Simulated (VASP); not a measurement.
# Co (P6_3/mmc) in VASP: notebook

Co is run at these levels: BLYP; tasks: single point, relaxation of cell and atoms.

Program: VASP 6.6.1. These are calculated values, not measurements. Logs are shortened: lines on timing, memory, paths and dates and some standing lists are left out, and cuts for length are marked.

## (1) The cell of the first run

The structure is hexagonal, space group P6_3/mmc (No. 194). Conventional cell: a = 2.533 Å, b = 2.533 Å, c = 4.083 Å, α = 90.00°, β = 90.00°, γ = 120.00°. Within 3.3 Å of Co (site symmetry -6m2) lie 12 Co at 2.51 to 2.53 Å.

## (2) Single point, BLYP, collinear spin, ferromagnetic start

Contents of INCAR:

```
  AGGAC = 1.0
  AGGAX = 1.0
  ALDAC = 0.0
  ALDAX = 1.0
  ALGO = Normal
  EDIFF = 1E-6
  ENCUT = 520
  GGA = B5
  ISIF = 2
  ISMEAR = -1
  ISPIN = 2
  LASPH = T
  LCHARG = F
  LMAXMIX = 4
  LORBIT = 11
  LREAL = F
  LWAVE = F
  MAGMOM = 1.7 1.7
  NBANDS = 20
  NELM = 150
  PREC = Accurate
  SIGMA = 0.05
```

Contents of KPOINTS:

```
k-points
0
Gamma
  14 14 8
```

Contents of POSCAR:

```
Co
1.0
    2.5325630064      0.0000000000      0.0000000000
   -1.2662815032      2.1932639002      0.0000000000
    0.0000000000      0.0000000000      4.0831687881
Co
2
Direct
    0.3333333333      0.6666666667      0.2500000000
    0.6666666667      0.3333333333      0.7500000000
```

Potentials or basis: VASP PAW PBE potentials, release 64 (Co).

On the command line:

```bash
$ cat potpaw_PBE.64/Co/POTCAR > POTCAR
$ mpirun -np 1 vasp_std > vasp.out
```

OUTCAR:

```text
EDIFF = 1E-6
   ENCUT = 520
   GGA = B5
   ISIF = 2
   ISMEAR = -1
   ISPIN = 2
   LASPH = T
   LORBIT = 11
   LREAL = F
   NELM = 150
   PREC = Accurate

 ion  position               nearest neighbor table
   1  0.333  0.667  0.250-   2 2.51   2 2.51   2 2.51   2 2.51   2 2.51   2 2.51
   2  0.667  0.333  0.750-   1 2.51   1 2.51   1 2.51   1 2.51   1 2.51   1 2.51

  LATTYP: Found a hexagonal cell.
 ALAT       =     2.5325630064
 C/A-ratio  =     1.6122674057

  Lattice vectors:

 A1 = (   2.5325630064,   0.0000000000,   0.0000000000)
 A2 = (  -1.2662815032,   2.1932639002,   0.0000000000)
 A3 = (   0.0000000000,   0.0000000000,   4.0831687881)

Analysis of symmetry for initial positions (statically):
=====================================================================
 Subroutine PRICEL returns:
 Original cell was already a primitive cell.

 Routine SETGRP: Setting up the symmetry group for a
 hexagonal supercell.

 Subroutine GETGRP returns: Found 24 space group operations
 (whereof 12 operations were pure point group operations)
 out of a pool of 24 trial point group operations.

The static configuration has the point symmetry D_3d.
 The point group associated with its full space group is D_6h.

Analysis of symmetry for dynamics (positions and initial velocities):
=====================================================================
 Subroutine PRICEL returns:
 Original cell was already a primitive cell.

 Routine SETGRP: Setting up the symmetry group for a
 hexagonal supercell.

 Subroutine GETGRP returns: Found 24 space group operations
 (whereof 12 operations were pure point group operations)
 out of a pool of 24 trial point group operations.

The dynamic configuration has the point symmetry D_3d.
 The point group associated with its full space group is D_6h.

Analysis of structural, dynamic, and magnetic symmetry:
=====================================================================
 Subroutine PRICEL returns:
 Original cell was already a primitive cell.

 Routine SETGRP: Setting up the symmetry group for a
 hexagonal supercell.

 Subroutine GETGRP returns: Found 24 space group operations
 (whereof 12 operations were pure point group operations)
 out of a pool of 24 trial point group operations.

The overall configuration has the point symmetry D_3d.
 The point group associated with its full space group is D_6h.

 Subroutine INISYM returns: Found 24 space group operations
 (whereof 12 operations are pure point group operations),
 and found     1 'primitive' translations

----------------------------------------------------------------------------------------

                                     Primitive cell

  volume of cell :      22.6803

  direct lattice vectors                    reciprocal lattice vectors
     2.532563006  0.000000000  0.000000000     0.394856909  0.227970743  0.000000000
    -1.266281503  2.193263900  0.000000000     0.000000000  0.455941485  0.000000000
     0.000000000  0.000000000  4.083168788     0.000000000  0.000000000  0.244907828

  length of vectors
     2.532563006  2.532563006  4.083168788     0.455941485  0.455941485  0.244907828

  position of ions in fractional coordinates (direct lattice)
     0.333333333  0.666666667  0.250000000
     0.666666667  0.333333333  0.750000000

  ion indices of the primitive-cell ions
   primitive index   ion index
                 1           1
                 2           2

----------------------------------------------------------------------------------------

 KPOINTS: k-points

Automatic generation of k-mesh.
 Grid dimensions read from file:
 generate k-points for:   14   14    8

 Generating k-lattice:

  Cartesian coordinates                     Fractional coordinates (reciprocal lattice)
     0.028204065  0.016283624  0.000000000     0.071428571  0.000000000  0.000000000
     0.000000000  0.032567249  0.000000000     0.000000000  0.071428571  0.000000000
     0.000000000  0.000000000  0.030613479     0.000000000  0.000000000  0.125000000

  Length of vectors
     0.032567249  0.032567249  0.030613479

  Shift w.r.t. Gamma in fractional coordinates (k-lattice)
     0.000000000  0.000000000  0.000000000

 Subroutine IBZKPT returns following result:
 ===========================================

 Found    120 irreducible k-points:

 Following reciprocal coordinates:
            Coordinates               Weight
  0.000000  0.000000  0.000000      1.000000
  0.071429  0.000000  0.000000      6.000000
  0.142857  0.000000  0.000000      6.000000
  0.214286  0.000000  0.000000      6.000000
  0.285714  0.000000  0.000000      6.000000
  0.357143  0.000000  0.000000      6.000000
[... 16 lines left out ...]
  0.285714  0.285714  0.000000      6.000000
  0.357143  0.285714  0.000000      6.000000
 [... further k-points ...]
   k-points           NKPTS =    120   k-points in BZ     NKDIM =    120   number of bands    NBANDS=     20
   number of dos      NEDOS =    301   number of ions     NIONS =      2
   total plane-waves  NPLWV =  12000
   dimension x,y,z NGX =    20 NGY =   20 NGZ =   30
   dimension x,y,z NGXF=    40 NGYF=   40 NGZF=   60
   ions per type =               2
   NGX,Y,Z   is equivalent  to a cutoff of  13.13, 13.13, 12.21 a.u.
   NGXF,Y,Z  is equivalent  to a cutoff of  26.26, 26.26, 24.43 a.u.
 SYSTEM =  unknown system
   PREC   = accura    normal or accurate (medium, high low for compatibility)
   ISTART =      0    job   : 0-new  1-cont  2-samecut
   ICHARG =      2    charge: 1-file 2-atom 10-const
   ISPIN  =      2    spin polarized calculation?
   LNONCOLLINEAR =      F non collinear calculations
   LSORBIT =      F    spin-orbit coupling
   LASPH  =      T    aspherical Exc in radial PAW
   ENCUT  =  520.0 eV  38.22 Ry    6.18 a.u.   4.71  4.71  7.59*2*pi/ulx,y,z
   NELM   =    150;   NELMIN=  2; NELMDL= -5     # of ELM steps
   EDIFF  = 0.1E-05   stopping-criterion for ELM
   LREAL  =      F    real-space projection
   EDIFFG = 0.1E-04   stopping-criterion for IOM
   NSW    =      0    number of steps for IOM
   IBRION =     -1    ionic relax: 0-MD 1-quasi-New 2-CG
   NFREE  =      0    steps in history (QN), initial steepest desc. (CG)
   ISIF   =      2    stress and relaxation
   ISYM   =      2    0-nonsym 1-usesym 2-fastsym
   POTIM  = 0.5000    time-step for ionic-motion
   TEBEG  =    0.0;   TEEND  =   0.0 temperature during run
   PSTRESS=    0.0 pullay stress
   NELECT =      18.0000    total number of electrons
   NUPDOWN=      -1.0000    fix difference up-down
   EMIN   =  10.00;   EMAX   =-10.00  energy-range for DOS
   EFERMI =   0.00;   METHOD = LEGACY
   ISMEAR =    -1;   SIGMA  =   0.05  broadening in eV -4-tet -1-fermi 0-gaus
   EFERMI_NEDOS =   21; number of points for ismear=-14 and -15
   IALGO  =     38    algorithm
   IMIX   =      4    mixing-type and parameters
     AMIX     =   0.40;   BMIX     =  1.00
     AMIX_MAG =   1.60;   BMIX_MAG =  1.00
  volume/ion in A,a.u.               =      11.34        76.53
  Fermi-wavevector in a.u.,A,eV,Ry     =   1.515710  2.864277 31.257717  2.297377
  Thomas-Fermi vector in A             =   2.625197
   LORBIT       =     11    0 simple, 1 ext, 2 COOP (PROOUT), +10 PAW based schemes
   GGA     = B5    functional components
   LHFCALC =     F    Hartree Fock is set to
   AEXX    =    0.0000 exact exchange contribution
   IVDW    =     0    specifies the selected vdW correction
   LEPSILON=     F    determine dielectric tensor
   LRPA    =     F    only Hartree local field effects (RPA)
 spin polarized calculation
  energy-cutoff  :      520.00
  volume of cell :       22.68
 maximum number of plane-waves:       628
 NGX is ok and might be reduce to    20
   NGX =  9   NGY =  9   NGZ = 15

 number of electron      18.0000006 magnetization       3.1687508

 Free energy of the ion-electron system (eV)
  ---------------------------------------------------
  ext. energy  EPLUGINS =         0.00000000
  ---------------------------------------------------
  free energy    TOTEN  =       -12.12893907 eV

  energy without entropy =      -12.11199626  energy(sigma->0) =      -12.12046767

 E-fermi :  10.1131     XC(G=0): -12.5506

 val. band max:       10.1130024217   @ k =   0.2143   0.1429   0.0000
 cond. band min:      10.1140110762   @ k =   0.2857   0.0000   0.3750
 fundamental gap:      0.0010086544
 Fermi energy:        10.1130789070

 spin component 1

 k-point     1 :       0.0000    0.0000    0.0000
  band No.  band energies     occupation
      1       1.6116      1.00000
      2       5.2519      1.00000
      3       7.6201      1.00000
      4       7.6284      1.00000
      5       7.6284      1.00000
      6       7.9196      1.00000
[... 12 lines left out ...]
     19      35.3519      0.00000
     20      35.4031      0.00000

 k-point     2 :       0.0714    0.0000    0.0000
  band No.  band energies     occupation
      1       1.7846      1.00000
      2       5.3545      1.00000
      3       7.4465      1.00000
      4       7.7067      1.00000
      5       7.7807      1.00000
      6       7.8851      1.00000
[... 12 lines left out ...]
     19      37.1473      0.00000
     20      37.6182      0.00000
[... 465 lines left out ...]
      3       6.4469      1.00000
      4       6.6652      1.00000
      5       7.3064      1.00000
      6       7.5716      1.00000
[... 12 lines left out ...]
     19      26.7272      0.00000
     20      41.5394      0.00000

 k-point    24 :       0.3571    0.2857    0.0000
  band No.  band energies     occupation
      1       6.0532      1.00000
      2       6.3379      1.00000
      3       6.3868      1.00000
      4       6.7661      1.00000
      5       7.3508      1.00000
      6       7.4639      1.00000
[... 12 lines left out ...]
     19      26.2820      0.00000
     20      41.9301      0.00000

 [... further k-points ...]

 spin component 2

 k-point     1 :       0.0000    0.0000    0.0000
  band No.  band energies     occupation
      1       1.6369      1.00000
      2       6.1756      1.00000
      3       9.1841      1.00000
      4       9.1949      1.00000
      5       9.1949      1.00000
      6       9.5352      0.99999
[... 12 lines left out ...]
     19      35.6756      0.00000
     20      35.6756      0.00000

 k-point     2 :       0.0714    0.0000    0.0000
  band No.  band energies     occupation
      1       1.8105      1.00000
      2       6.2927      1.00000
      3       8.9784      1.00000
      4       9.2811      1.00000
      5       9.3674      1.00000
      6       9.4893      1.00000
[... 12 lines left out ...]
     19      37.4702      0.00000
     20      37.5609      0.00000
[... 465 lines left out ...]
      3       7.5871      1.00000
      4       7.6358      1.00000
      5       8.7614      1.00000
      6       9.0227      1.00000
[... 12 lines left out ...]
     19      27.0877      0.00000
     20      41.7181      0.00000

 k-point    24 :       0.3571    0.2857    0.0000
  band No.  band energies     occupation
      1       7.3311      1.00000
      2       7.3329      1.00000
      3       7.5072      1.00000
      4       7.7295      1.00000
      5       8.8010      1.00000
      6       8.8986      1.00000
[... 12 lines left out ...]
     19      26.6549      0.00000
     20      42.1425      0.00000

 [... further k-points ...]

------------------------ aborting loop because EDIFF is reached ----------------------------------------

  FORCE on cell =-STRESS in cart. coord.  units (eV):
  Direction    XX          YY          ZZ          XY          YZ          ZX
  --------------------------------------------------------------------------------------
  -------------------------------------------------------------------------------------
  Total       -0.0443295     -0.0443295     -0.0384400      0.0000000      0.0000000      0.0000000
  in kB       -3.1315184     -3.1315184     -2.7154757      0.0000000      0.0000000      0.0000000
  external PRESSURE =      -2.9928375 kB  Pullay stress =       0.0000000 kB

 VOLUME and BASIS-vectors are now :
 -----------------------------------------------------------------------------
  energy-cutoff  :      520.00
  volume of cell :       22.68
      direct lattice vectors                 reciprocal lattice vectors
     2.532563006  0.000000000  0.000000000     0.394856909  0.227970743  0.000000000
    -1.266281503  2.193263900  0.000000000     0.000000000  0.455941485  0.000000000
     0.000000000  0.000000000  4.083168788     0.000000000  0.000000000  0.244907828

 POSITION                                       TOTAL-FORCE (eV/Angst)
 -----------------------------------------------------------------------------------
     -0.00000      1.46218      1.02079        -0.000000     -0.000000      0.000000
      1.26628      0.73109      3.06238         0.000000      0.000000      0.000000
 -----------------------------------------------------------------------------------
    total drift:                               -0.000000      0.000000     -0.000000

  FREE ENERGIE OF THE ION-ELECTRON SYSTEM (eV)
  ---------------------------------------------------
  free  energy   TOTEN  =       -12.1289390692 eV

  energy  without entropy=      -12.1119962645  energy(sigma->0) =      -12.12046767

 total charge

# of ion       s       p       d       tot
------------------------------------------
    1        0.467   0.465   7.291   8.223
    2        0.467   0.465   7.291   8.223
--------------------------------------------------
tot          0.933   0.929  14.583  16.445

 magnetization (x)

# of ion       s       p       d       tot
------------------------------------------
    1       -0.015  -0.049   1.672   1.608
    2       -0.015  -0.049   1.672   1.608
--------------------------------------------------
tot         -0.030  -0.098   3.345   3.217
```

Run time: 80 s. Hardware: 1 thread of Intel Xeon 6975P-C, shared host; peak memory 0.2 GiB.

Results:

| Property | Result |
| --- | --- |
| Free energy | -12.1289 eV |
| Pressure | -0.3 GPa |
| Net moment | 3.17 μB per cell |
| Site moments | Co +1.61 μB |
| Valence electrons inside the program's atomic spheres | Co 8.22 |

Levels at points of the mesh, in eV from the Fermi level:
Spin up:
| k point | band 7 | band 8 | band 9 | band 10 | band 11 | band 12 | band 13 | band 14 | band 15 | band 16 |
| --- | --- | --- | --- | --- | --- | --- | --- | --- | --- | --- |
| (0.00, 0.00, 0.00) | -2.19 | -1.88 | -1.88 | -0.83 | -0.83 | 0.21 | 6.08 | 21.91 | 23.65 | 23.65 |
| (0.50, 0.00, 0.00) | -2.09 | -0.72 | -0.62 | -0.58 | 1.32 | 3.18 | 9.50 | 10.01 | 12.66 | 13.47 |
| (0.00, 0.00, 0.50) | -2.55 | -2.55 | -1.13 | -1.13 | -1.13 | -1.13 | 14.76 | 14.76 | 22.56 | 22.56 |
| (0.50, 0.00, 0.50) | -1.02 | -1.02 | -0.63 | -0.63 | 1.70 | 1.70 | 6.94 | 6.94 | 17.79 | 17.79 |
Spin down:
| k point | band 4 | band 5 | band 6 | band 7 | band 8 | band 9 | band 10 | band 11 |
| --- | --- | --- | --- | --- | --- | --- | --- | --- |
| (0.00, 0.00, 0.00) | -0.92 | -0.92 | -0.58 | -0.58 | -0.20 | -0.20 | 0.18 | 0.96 |
| (0.50, 0.00, 0.00) | -1.62 | -1.08 | -0.95 | -0.58 | 1.08 | 1.21 | 1.23 | 2.46 |
| (0.00, 0.00, 0.50) | -1.42 | -0.99 | -0.99 | -0.99 | -0.99 | 0.64 | 0.64 | 0.64 |
| (0.50, 0.00, 0.50) | -2.21 | -0.08 | -0.08 | 0.33 | 0.33 | 1.17 | 1.17 | 2.22 |

Caveat: the PAW data sets were made with another functional, which shifts forces and pressure a little.

## (3) Relaxation of cell and atoms, BLYP, collinear spin, ferromagnetic start

This run uses another cell than the first one, of 11.07 Å³/atom, 0.976 times its volume.

Contents of INCAR:

```
  PREC = Accurate
  ENCUT = 600
  EDIFF = 1E-7
  ISMEAR = -1
  SIGMA = 0.05
  LREAL = False
  LASPH = True
  NELM = 150
  ALGO = Normal
  ISIF = 3
  LWAVE = False
  LCHARG = False
  ISPIN = 2
  MAGMOM = 1.7 1.7
  LORBIT = 11
  LMAXMIX = 4
  GGA = B5
  ALDAX = 1.0
  AGGAX = 1.0
  AGGAC = 1.0
  ALDAC = 0.0
  IBRION = 2
  NSW = 80
  EDIFFG = -0.01
```

Contents of KPOINTS:

```
Automatic mesh
0
Gamma
  14 14 8
```

Contents of POSCAR:

```
Co
1.0
    2.5070990085      0.0000000000      0.0000000000
   -1.2535495042      2.1712114311      0.0000000000
    0.0000000000      0.0000000000      4.0686000000
Co
2
Direct
    0.3333333333      0.6666666667      0.2500000000
    0.6666666667      0.3333333333      0.7500000000
```

Potentials or basis: VASP PAW PBE potentials, release 64 (Co).

On the command line:

```bash
$ cat potpaw_PBE.64/Co/POTCAR > POTCAR
$ mpirun -np 1 vasp_std > vasp.out
```

Run time: 4.6 min. Hardware: 1 thread of Intel Xeon 6975P-C, shared host; peak memory 0.21 GiB.

It converged, with:

```yaml
Free_energy: -12.1290 eV
Relaxed_volume: 11.31 Å³/atom
Relaxed_cell: a = 2.529 Å, b = 2.529 Å, c = 4.084 Å, α = 90.00°, β = 90.00°, γ = 120.00°
Space_group_after_relaxing_to_0.05_Å: P6_3/mmc (No. 194)
Energy_gained_by_relaxing: 3.0 meV/atom
Ionic_steps: 5
Pressure_after_relaxing: 0.0 GPa
Net_moment: 3.16 μB per cell
Site_moments: Co +1.60 μB
Valence_electrons_inside_the_program's_atomic_spheres: Co 8.23
```

Stress tensor (GPa, compression positive):
```
 0.13  0.00  0.00
 0.00  0.13  0.00
 0.00  0.00 -0.13
```

Step by step:
```
step  energy change (eV)  largest force (eV/Å)  pressure (GPa)  volume (Å³)
   1              0.0000                0.0000            3.95        22.15
   2             -0.0021                0.0000           -3.06        23.03
   3             -0.0059                0.0000           -0.08        22.63
   4             -0.0059                0.0000           -0.02        22.62
   5             -0.0061                0.0000            0.05        22.62
```

Final structure:
```
Co
1.0
     2.52893    0.00000    0.00000
    -1.26446    2.19011    0.00000
     0.00000    0.00000    4.08353
Co
2
Direct
  0.33333 0.66667 0.25000
  0.66667 0.33333 0.75000
```

Levels at points of the mesh, in eV from the Fermi level:
Spin up:
```tsv
k point	band 8	band 9	band 10	band 11	band 12	band 13	band 14	band 15
(0.00, 0.00, 0.00)	-1.88	-1.88	-0.83	-0.83	0.19	6.08	21.95	23.73
(0.50, 0.00, 0.00)	-0.71	-0.62	-0.57	1.33	3.20	9.51	10.03	12.68
(0.00, 0.00, 0.50)	-2.56	-1.13	-1.13	-1.13	-1.13	14.75	14.75	22.60
(0.50, 0.00, 0.50)	-1.02	-0.62	-0.62	1.71	1.71	6.97	6.97	17.84
```
Spin down:
```
           k point  band 3  band 4  band 5  band 6  band 7  band 8  band 9  band 10  band 11  band 12
(0.00, 0.00, 0.00)   -0.94   -0.92   -0.92   -0.59   -0.59   -0.20   -0.20     0.17     0.97     0.97
(0.50, 0.00, 0.00)   -3.01   -1.62   -1.08   -0.96   -0.59    1.08    1.21     1.24     2.47     4.14
(0.00, 0.00, 0.50)   -1.43   -1.43   -0.99   -0.99   -0.99   -0.99    0.64     0.64     0.64     0.64
(0.50, 0.00, 0.50)   -2.22   -2.22   -0.08   -0.08    0.32    0.32    1.18     1.18     2.22     2.22
```

Caveat: the PAW data sets were made with another functional, which shifts forces and pressure a little.

(Continued in part 2 of 2.)
